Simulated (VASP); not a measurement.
# HfN (Imm2) in VASP: a series of runs

Runs on HfN. Level: PBEsol. Tasks: single point.

All numbers are computed with VASP 6.6.1; they aren't measurements. Logs are shortened: lines on timing, memory, paths and dates and some standing lists are left out, and cuts for length are marked.

### 1 The cell of the first run

It takes space group Imm2 (No. 44, orthorhombic). Conventional cell: a = 3.472 Å, b = 3.472 Å, c = 4.910 Å, α = 90.00°, β = 90.00°, γ = 90.00°. Hf (site symmetry mm2) has 4 N at 2.07 to 2.19 Å within 2.7 Å. N (site symmetry mm2) has 4 Hf at 2.07 to 2.19 Å within 2.7 Å.

### 2 Single point, PBEsol (all Hf atoms moved -0.100 Å, as atom 1 along Cartesian [0 0 1])

File INCAR:

```
PREC = Accurate ; ENCUT = 520
EDIFF = 1E-7 ; ISMEAR = 0
SIGMA = 0.15 ; LREAL = F
LASPH = T ; NELM = 60
ALGO = Normal ; ISIF = 2
LWAVE = F ; LCHARG = F
GGA = PS ; NBANDS = 14
```

File KPOINTS:

```
regular mesh
0
Gamma
  16 16 16
```

File POSCAR:

```
HfN
1.0
    0.0000000000      2.4548220000      2.4548220000
    2.4548220000      0.0000000000      2.4548220000
    2.4548220000      2.4548220000      0.0000000000
Hf N
1 1
Direct
   -0.0203680756     -0.0203680756      0.0203680756
    0.7500000000      0.7500000000      0.7500000000
```

Potentials or basis: VASP PAW PBE potentials, release 64 (Hf_pv, N).

Command:

```sh
$ cat potpaw_PBE.64/Hf_pv/POTCAR potpaw_PBE.64/N/POTCAR > POTCAR
$ mpirun -np 1 vasp_std > vasp.out
```

OUTCAR:

```text
PREC = Accurate
   ENCUT = 520
   EDIFF = 1E-7
   ISMEAR = 0
   LREAL = F
   LASPH = T
   NELM = 60
   ISIF = 2
   GGA = PS

 ion  position               nearest neighbor table
   1  0.980  0.980  0.020-   2 2.07   2 2.07   2 2.19   2 2.19
   2  0.750  0.750  0.750-   1 2.07   1 2.07   1 2.19   1 2.19

  LATTYP: Found a face centered cubic cell.
 ALAT       =     4.9096440000

  Lattice vectors:

 A1 = (   0.0000000000,   2.4548220000,   2.4548220000)
 A2 = (   2.4548220000,   0.0000000000,   2.4548220000)
 A3 = (   2.4548220000,   2.4548220000,   0.0000000000)

Analysis of symmetry for initial positions (statically):
=====================================================================
 Subroutine PRICEL returns:
 Original cell was already a primitive cell.

 Routine SETGRP: Setting up the symmetry group for a
 face centered cubic supercell.

 Subroutine GETGRP returns: Found  4 space group operations
 (whereof  4 operations were pure point group operations)
 out of a pool of 48 trial point group operations.

The static configuration has the point symmetry C_2v.

Analysis of symmetry for dynamics (positions and initial velocities):
=====================================================================
 Subroutine PRICEL returns:
 Original cell was already a primitive cell.

 Routine SETGRP: Setting up the symmetry group for a
 face centered cubic supercell.

 Subroutine GETGRP returns: Found  4 space group operations
 (whereof  4 operations were pure point group operations)
 out of a pool of 48 trial point group operations.

The dynamic configuration has the point symmetry C_2v.

 Subroutine INISYM returns: Found  4 space group operations
 (whereof  4 operations are pure point group operations),
 and found     1 'primitive' translations

----------------------------------------------------------------------------------------

                                     Primitive cell

  volume of cell :      29.5863

  direct lattice vectors                    reciprocal lattice vectors
     0.000000000  2.454822000  2.454822000    -0.203680756  0.203680756  0.203680756
     2.454822000  0.000000000  2.454822000     0.203680756 -0.203680756  0.203680756
     2.454822000  2.454822000  0.000000000     0.203680756  0.203680756 -0.203680756

  length of vectors
     3.471642566  3.471642566  3.471642566     0.352785417  0.352785417  0.352785417

  position of ions in fractional coordinates (direct lattice)
     0.979631924  0.979631924  0.020368076
     0.750000000  0.750000000  0.750000000

  ion indices of the primitive-cell ions
   primitive index   ion index
                 1           1
                 2           2

----------------------------------------------------------------------------------------

 KPOINTS: regular mesh

Automatic generation of k-mesh.
 Grid dimensions read from file:
 generate k-points for:   16   16   16

 Generating k-lattice:

  Cartesian coordinates                     Fractional coordinates (reciprocal lattice)
    -0.012730047  0.012730047  0.012730047     0.062500000  0.000000000  0.000000000
     0.012730047 -0.012730047  0.012730047     0.000000000  0.062500000  0.000000000
     0.012730047  0.012730047 -0.012730047     0.000000000  0.000000000  0.062500000

  Length of vectors
     0.022049089  0.022049089  0.022049089

  Shift w.r.t. Gamma in fractional coordinates (k-lattice)
     0.000000000  0.000000000  0.000000000

 Subroutine IBZKPT returns following result:
 ===========================================

 Found    621 irreducible k-points:

 Following reciprocal coordinates:
            Coordinates               Weight
  0.000000  0.000000  0.000000      1.000000
  0.062500  0.000000  0.000000      4.000000
  0.000000  0.000000  0.062500      4.000000
  0.125000  0.000000  0.000000      4.000000
  0.000000  0.000000  0.125000      4.000000
  0.187500  0.000000  0.000000      4.000000
[... 16 lines left out ...]
  0.062500  0.062500 -0.062500      4.000000
  0.187500  0.062500  0.000000      4.000000
 [... further k-points ...]
   k-points           NKPTS =    621   k-points in BZ     NKDIM =    621   number of bands    NBANDS=     14
   number of dos      NEDOS =    301   number of ions     NIONS =      2
   total plane-waves  NPLWV =  21952
   dimension x,y,z NGX =    28 NGY =   28 NGZ =   28
   dimension x,y,z NGXF=    56 NGYF=   56 NGZF=   56
   ions per type =               1   1
   NGX,Y,Z   is equivalent  to a cutoff of  13.41, 13.41, 13.41 a.u.
   NGXF,Y,Z  is equivalent  to a cutoff of  26.82, 26.82, 26.82 a.u.
 SYSTEM =  unknown system
   PREC   = accura    normal or accurate (medium, high low for compatibility)
   ISTART =      0    job   : 0-new  1-cont  2-samecut
   ICHARG =      2    charge: 1-file 2-atom 10-const
   ISPIN  =      1    spin polarized calculation?
   LNONCOLLINEAR =      F non collinear calculations
   LSORBIT =      F    spin-orbit coupling
   LASPH  =      T    aspherical Exc in radial PAW
   ENCUT  =  520.0 eV  38.22 Ry    6.18 a.u.   6.45  6.45  6.45*2*pi/ulx,y,z
   NELM   =     60;   NELMIN=  2; NELMDL= -5     # of ELM steps
   EDIFF  = 0.1E-06   stopping-criterion for ELM
   LREAL  =      F    real-space projection
   EDIFFG = 0.1E-05   stopping-criterion for IOM
   NSW    =      0    number of steps for IOM
   IBRION =     -1    ionic relax: 0-MD 1-quasi-New 2-CG
   NFREE  =      0    steps in history (QN), initial steepest desc. (CG)
   ISIF   =      2    stress and relaxation
   ISYM   =      2    0-nonsym 1-usesym 2-fastsym
   POTIM  = 0.5000    time-step for ionic-motion
   TEBEG  =    0.0;   TEEND  =   0.0 temperature during run
   PSTRESS=    0.0 pullay stress
   NELECT =      15.0000    total number of electrons
   NUPDOWN=      -1.0000    fix difference up-down
   EMIN   =  10.00;   EMAX   =-10.00  energy-range for DOS
   EFERMI =   0.00;   METHOD = LEGACY
   ISMEAR =     0;   SIGMA  =   0.15  broadening in eV -4-tet -1-fermi 0-gaus
   EFERMI_NEDOS =   21; number of points for ismear=-14 and -15
   IALGO  =     38    algorithm
   IMIX   =      4    mixing-type and parameters
     AMIX     =   0.40;   BMIX     =  1.00
     AMIX_MAG =   1.60;   BMIX_MAG =  1.00
  volume/ion in A,a.u.               =      14.79        99.83
  Fermi-wavevector in a.u.,A,eV,Ry     =   1.305395  2.466839 23.185087  1.704056
  Thomas-Fermi vector in A             =   2.436267
   LORBIT       =      0    0 simple, 1 ext, 2 COOP (PROOUT), +10 PAW based schemes
   GGA     = PS    functional components
   LHFCALC =     F    Hartree Fock is set to
   AEXX    =    0.0000 exact exchange contribution
   IVDW    =     0    specifies the selected vdW correction
   LEPSILON=     F    determine dielectric tensor
   LRPA    =     F    only Hartree local field effects (RPA)
 non-spin polarized calculation
 Gauss-broadening in eV      SIGMA  =   0.15
  energy-cutoff  :      520.00
  volume of cell :       29.59
 maximum number of plane-waves:       821
 NGX is ok and might be reduce to    28
   NGX = 13   NGY = 13   NGZ = 13

 number of electron      15.0000001 magnetization

 Free energy of the ion-electron system (eV)
  ---------------------------------------------------
  ext. energy  EPLUGINS =         0.00000000
  ---------------------------------------------------
  free energy    TOTEN  =       -22.19860813 eV

  energy without entropy =      -22.19136041  energy(sigma->0) =      -22.19498427

 E-fermi :   5.5941     XC(G=0): -11.3948

 val. band max:        5.5934094535   @ k =  -0.3125   0.3125   0.0000
 cond. band min:       5.5973857338   @ k =   0.0000   0.0000   0.1250
 fundamental gap:      0.0039762803
 Fermi energy:         5.5940962673

 k-point     1 :       0.0000    0.0000    0.0000
  band No.  band energies     occupation
      1     -25.4630      2.00000
      2     -25.4528      2.00000
      3     -25.4419      2.00000
      4     -10.5010      2.00000
      5       0.0263      2.00000
      6       0.1263      2.00000
      7       0.3161      2.00000
      8       4.8498      2.00000
      9       7.7846      0.00000
     10       7.8012      0.00000
     11      11.5575      0.00000
     12      12.3649      0.00000
     13      12.7699      0.00000
     14      17.9560      0.00000

 k-point     2 :       0.0625    0.0000    0.0000
  band No.  band energies     occupation
      1     -25.4660      2.00000
      2     -25.4655      2.00000
      3     -25.4493      2.00000
      4     -10.4566      2.00000
      5       0.0570      2.00000
      6       0.0900      2.00000
      7       0.2729      2.00000
      8       5.0758      2.00000
      9       7.7313      0.00000
     10       7.7387      0.00000
     11      11.5232      0.00000
     12      12.4046      0.00000
     13      12.8411      0.00000
     14      17.9131      0.00000

 k-point     3 :       0.0000    0.0000    0.0625
  band No.  band energies     occupation
      1     -25.4808      2.00000
      2     -25.4575      2.00000
      3     -25.4443      2.00000
      4     -10.4494      2.00000
      5      -0.0437      2.00000
      6       0.1448      2.00000
      7       0.3423      2.00000
      8       5.0585      2.00000
      9       7.7088      0.00000
     10       7.7194      0.00000
     11      11.6893      0.00000
     12      12.3643      0.00000
     13      12.7264      0.00000
     14      17.7924      0.00000
[... 324 lines left out ...]
 k-point    23 :       0.0625    0.0625   -0.0625
  band No.  band energies     occupation
      1     -25.5165      2.00000
      2     -25.4706      2.00000
      3     -25.4560      2.00000
      4     -10.3297      2.00000
      5      -0.2201      2.00000
      6       0.1779      2.00000
      7       0.4397      2.00000
      8       5.5560      1.28020
      9       7.3163      0.00000
     10       7.8421      0.00000
     11      11.7440      0.00000
     12      12.3124      0.00000
     13      12.8575      0.00000
     14      17.0822      0.00000

 k-point    24 :       0.1875    0.0625    0.0000
  band No.  band energies     occupation
      1     -25.5752      2.00000
      2     -25.4887      2.00000
      3     -25.4638      2.00000
      4     -10.1730      2.00000
      5      -0.3601      2.00000
      6       0.2827      2.00000
      7       0.4335      2.00000
      8       6.2157      0.00000
      9       7.1930      0.00000
     10       7.7964      0.00000
     11      11.2902      0.00000
     12      12.7440      0.00000
     13      12.8773      0.00000
     14      16.1025      0.00000

 [... further k-points ...]

------------------------ aborting loop because EDIFF is reached ----------------------------------------

  FORCE on cell =-STRESS in cart. coord.  units (eV):
  Direction    XX          YY          ZZ          XY          YZ          ZX
  --------------------------------------------------------------------------------------
  -------------------------------------------------------------------------------------
  Total       -0.8685674     -0.8685674     -0.9653343      0.9765769      0.0000000      0.0000000
  in kB      -47.0353195    -47.0353195    -52.2755142     52.8843300      0.0000000      0.0000000
  external PRESSURE =     -48.7820511 kB  Pullay stress =       0.0000000 kB

 VOLUME and BASIS-vectors are now :
 -----------------------------------------------------------------------------
  energy-cutoff  :      520.00
  volume of cell :       29.59
      direct lattice vectors                 reciprocal lattice vectors
     0.000000000  2.454822000  2.454822000    -0.203680756  0.203680756  0.203680756
     2.454822000  0.000000000  2.454822000     0.203680756 -0.203680756  0.203680756
     2.454822000  2.454822000  0.000000000     0.203680756  0.203680756 -0.203680756

 POSITION                                       TOTAL-FORCE (eV/Angst)
 -----------------------------------------------------------------------------------
      2.45482      2.45482      4.80964         0.000000      0.000000      1.151809
      3.68223      3.68223      3.68223        -0.000000     -0.000000     -1.151809
 -----------------------------------------------------------------------------------
    total drift:                               -0.000000     -0.000000      0.000102

  FREE ENERGIE OF THE ION-ELECTRON SYSTEM (eV)
  ---------------------------------------------------
  free  energy   TOTEN  =       -22.1986081302 eV

  energy  without entropy=      -22.1913604104  energy(sigma->0) =      -22.19498427
```

It took 7.3 min on 1 thread of Intel Xeon 8259CL, shared host; peak memory 0.39 GiB.

Results:

- Free energy: -22.1986 eV
- Pressure: -4.9 GPa
- Largest force: 1.152 eV/Å
- Band gap on the k mesh: zero (an odd number of electrons rules out a gap without spin polarisation)

Forces in eV/Å, atoms in the order of the input:
```
Hf   0.000  0.000  1.152
N    0.000  0.000 -1.152
```

Caveat: the cell differs from its parent crystal (all Hf atoms moved -0.100 Å, as atom 1 along Cartesian [0 0 1]); the cell stands under tension; the PAW data sets were made with another functional, which shifts forces and pressure a little; spin-orbit coupling is left out, which moves the levels of the heavy elements.

### 3 Single point, PBEsol (all Hf atoms moved +0.075 Å, as atom 1 along Cartesian [0 0 1])

File INCAR:

```
PREC = Accurate ; ENCUT = 520
EDIFF = 1E-6 ; ISMEAR = 0
SIGMA = 0.15 ; LREAL = False
LASPH = True ; NELM = 100
ALGO = Normal ; ISIF = 2
LWAVE = False ; LCHARG = True
GGA = PS ; LELF = True
LVHAR = True ; NBANDS = 14
```

KPOINTS is that of step 2.

POSCAR, as its differences from that of step 2:

```diff
@@ -8,3 +8,3 @@
 Direct
-   -0.0203680756     -0.0203680756      0.0203680756
+    0.0152760567      0.0152760567     -0.0152760567
     0.7500000000      0.7500000000      0.7500000000
```

Potentials or basis: VASP PAW PBE potentials, release 64 (Hf_pv, N).

Command:

```sh
$ cat potpaw_PBE.64/Hf_pv/POTCAR potpaw_PBE.64/N/POTCAR > POTCAR
$ mpirun -np 1 vasp_std > vasp.out
```

Wall time 5.9 min (1 thread of Intel Xeon 8259CL, shared host); peak memory 0.38 GiB.

Results (log left out):

```
Free energy            : -22.2237 eV
Pressure               : -5.3 GPa
Largest force          : 0.858 eV/Å
Band gap on the k mesh : zero (an odd number of electrons rules out a gap without spin polarisation)
```

Forces in eV/Å, atoms in the order of the input:
```
Hf   0.000  0.000 -0.858
N    0.000  0.000  0.858
```

Stress tensor (GPa, compression positive):
```
-5.22 -3.92  0.00
-3.92 -5.22  0.00
 0.00  0.00 -5.55
```

Levels at points of the mesh, in eV from the Fermi level:
| k point | band 4 | band 5 | band 6 | band 7 | band 8 | band 9 | band 10 | band 11 |
| --- | --- | --- | --- | --- | --- | --- | --- | --- |
| (0.00, 0.00, 0.00) | -16.10 | -5.55 | -5.46 | -5.33 | -0.74 | 2.19 | 2.20 | 6.12 |
| (0.50, 0.00, 0.00) | -14.92 | -5.72 | -4.83 | -4.67 | 1.29 | 2.40 | 2.94 | 4.14 |
| (0.00, 0.00, 0.50) | -15.06 | -5.73 | -5.04 | -4.89 | 1.79 | 2.49 | 2.95 | 4.16 |
| (0.50, 0.50, 0.00) | -14.63 | -6.91 | -3.68 | -3.50 | -1.17 | 2.21 | 4.00 | 4.54 |
| (0.00, 0.50, 0.50) | -14.60 | -6.92 | -3.61 | -3.59 | -1.12 | 2.15 | 4.00 | 4.64 |

Caveat: the cell differs from its parent crystal (all Hf atoms moved +0.075 Å, as atom 1 along Cartesian [0 0 1]); the cell stands under tension; the PAW data sets were made with another functional, which shifts forces and pressure a little; spin-orbit coupling is left out, which moves the levels of the heavy elements.

### 4 Single point, PBEsol (all Hf atoms moved -0.050 Å, as atom 1 along Cartesian [0 0 1])

File INCAR:

```
PREC     = Accurate       # precision mode
ENCUT    = 520            # plane-wave cutoff, eV
EDIFF    = 1E-6           # SCF threshold, eV
ISMEAR   = 0              # smearing method
SIGMA    = 0.15           # smearing width, eV
LREAL    = False          # projectors in reciprocal space
LASPH    = True           # aspherical terms in the spheres
NELM     = 100            # most SCF steps
ALGO     = Normal         # electronic algorithm
ISIF     = 2              # what is computed and relaxed
LWAVE    = False          # write WAVECAR
LCHARG   = False          # write CHGCAR
GGA      = PS             # functional
NBANDS   = 14             # bands
```

KPOINTS is that of step 3.

POSCAR, as its differences from that of step 3:

```diff
@@ -8,3 +8,3 @@
 Direct
-    0.0152760567      0.0152760567     -0.0152760567
+   -0.0101840378     -0.0101840378      0.0101840378
     0.7500000000      0.7500000000      0.7500000000
```

Command:

```sh
$ cat potpaw_PBE.64/Hf_pv/POTCAR potpaw_PBE.64/N/POTCAR > POTCAR
$ mpirun -np 1 vasp_std > vasp.out
```

Wall time 5.5 min (1 thread of Intel Xeon 8259CL, shared host); peak memory 0.38 GiB.

It converged, with:

- Free energy: -22.2416 eV
- Pressure: -5.7 GPa
- Largest force: 0.572 eV/Å
- Band gap on the k mesh: zero (an odd number of electrons rules out a gap without spin polarisation)

Forces on the atoms (eV/Å):
```
Hf   0.000  0.000  0.572
N    0.000  0.000 -0.572
```

Stress tensor (GPa, compression positive):
```
-5.60  2.59  0.00
 2.59 -5.60  0.00
 0.00  0.00 -5.76
```

Levels at points of the mesh, in eV from the Fermi level:
| k point | band 4 | band 5 | band 6 | band 7 | band 8 | band 9 | band 10 | band 11 |
| --- | --- | --- | --- | --- | --- | --- | --- | --- |
| (0.00, 0.00, 0.00) | -16.10 | -5.52 | -5.46 | -5.37 | -0.74 | 2.20 | 2.20 | 6.28 |
| (0.50, 0.00, 0.00) | -15.04 | -5.73 | -4.98 | -4.89 | 1.71 | 2.56 | 2.87 | 4.17 |
| (0.00, 0.00, 0.50) | -14.95 | -5.72 | -4.84 | -4.74 | 1.37 | 2.51 | 2.85 | 4.16 |
| (0.50, 0.50, 0.00) | -14.63 | -6.92 | -3.65 | -3.54 | -1.16 | 2.17 | 4.00 | 4.57 |
| (0.00, 0.50, 0.50) | -14.62 | -6.92 | -3.60 | -3.60 | -1.13 | 2.15 | 4.00 | 4.64 |

Caveat: the cell differs from its parent crystal (all Hf atoms moved -0.050 Å, as atom 1 along Cartesian [0 0 1]); the cell stands under tension; the PAW data sets were made with another functional, which shifts forces and pressure a little; spin-orbit coupling is left out, which moves the levels of the heavy elements.

[end of part 1 of 2]
